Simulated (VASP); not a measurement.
## P: relaxation of the atoms with PBE

System: P, a slab with vacuum.

```
P
1.0
     3.31043    0.00000    0.00000
     0.00000    4.55777    0.00000
     0.00000    0.00000   28.40870
P
12
Direct
  0.50000 0.91372 0.26400
  0.00000 0.58628 0.26400
  0.50000 0.08628 0.33874
  0.00000 0.41372 0.33874
  0.00000 0.91372 0.46263
  0.50000 0.58628 0.46263
  0.00000 0.08628 0.53737
  0.50000 0.41372 0.53737
  0.50000 0.91372 0.66126
  0.00000 0.58628 0.66126
  0.50000 0.08628 0.73600
  0.00000 0.41372 0.73600
```

```json
{"Program": "VASP 6.6.1", "Task": "relaxation of the atoms", "Functional": "PBE", "Potentials or basis": "VASP PAW PBE potentials, release 64 (P)", "Cutoff": "520 eV", "k mesh": "10 × 8 × 1", "Occupations": "gaussian, width 0.05 eV", "Spin": "no spin polarisation", "Dipole correction": "yes", "Further INCAR settings": "ALGO = Normal; EDIFF = 1e-06; IBRION = 2; EDIFFG = -0.02; NSW = 80"}
```

```
Energy gained by relaxing : 0.2 meV/atom
Ionic steps               : 5
Band gap on the k mesh    : 0.42 eV
```

Forces in eV/Å, atoms in the order of the input:
```
P    0.000 -0.002 -0.002
P    0.000  0.002 -0.002
P    0.000  0.000  0.001
P    0.000  0.000  0.001
P    0.000 -0.001 -0.001
P    0.000  0.001 -0.001
P    0.000  0.001  0.001
P    0.000 -0.001  0.001
P    0.000  0.000 -0.001
P    0.000  0.000 -0.001
P    0.000  0.002  0.002
P    0.000 -0.002  0.002
```

The path:
| step | energy change (eV) | largest force (eV/Å) | pressure (GPa) |
| --- | --- | --- | --- |
| 1 | 0.0000 | 0.0915 | -0.19 |
| 2 | -0.0020 | 0.0270 | -0.07 |
| 3 | -0.0022 | 0.0236 | -0.02 |
| 4 | -0.0022 | 0.0248 | -0.02 |
| 5 | -0.0023 | 0.0024 | -0.01 |

Final structure:
```
P
1.0
     3.31043    0.00000    0.00000
     0.00000    4.55777    0.00000
     0.00000    0.00000   28.40870
P
12
Direct
  0.50000 0.91291 0.26417
  0.00000 0.58709 0.26417
  0.50000 0.08682 0.33857
  0.00000 0.41318 0.33857
  0.00000 0.91322 0.46274
  0.50000 0.58678 0.46274
  0.00000 0.08678 0.53726
  0.50000 0.41322 0.53726
  0.50000 0.91318 0.66143
  0.00000 0.58682 0.66143
  0.50000 0.08709 0.73583
  0.00000 0.41291 0.73583
```

Levels at points of the mesh, in eV from the valence-band top:
| k point | band 27 | band 28 | band 29 | band 30 | band 31 | band 32 | band 33 | band 34 |
| --- | --- | --- | --- | --- | --- | --- | --- | --- |
| (0.00, 0.00, 0.00) | -1.68 | -0.69 | -0.34 | 0.00 | 0.42 | 0.74 | 0.91 | 1.19 |
| (0.50, 0.00, 0.00) | -2.31 | -2.31 | -2.14 | -2.14 | 0.84 | 0.84 | 0.95 | 0.95 |
| (0.00, 0.50, 0.00) | -1.47 | -1.47 | -1.40 | -1.40 | 1.72 | 1.72 | 1.74 | 1.74 |
| (0.50, 0.50, 0.00) | -1.55 | -1.55 | -1.52 | -1.52 | 2.04 | 2.04 | 2.07 | 2.07 |

It took 7 min on 2 MPI ranks on Intel(R) Xeon(R) 6975P-C (Granite Rapids) (shared host), peak memory 0.7 GiB a rank.
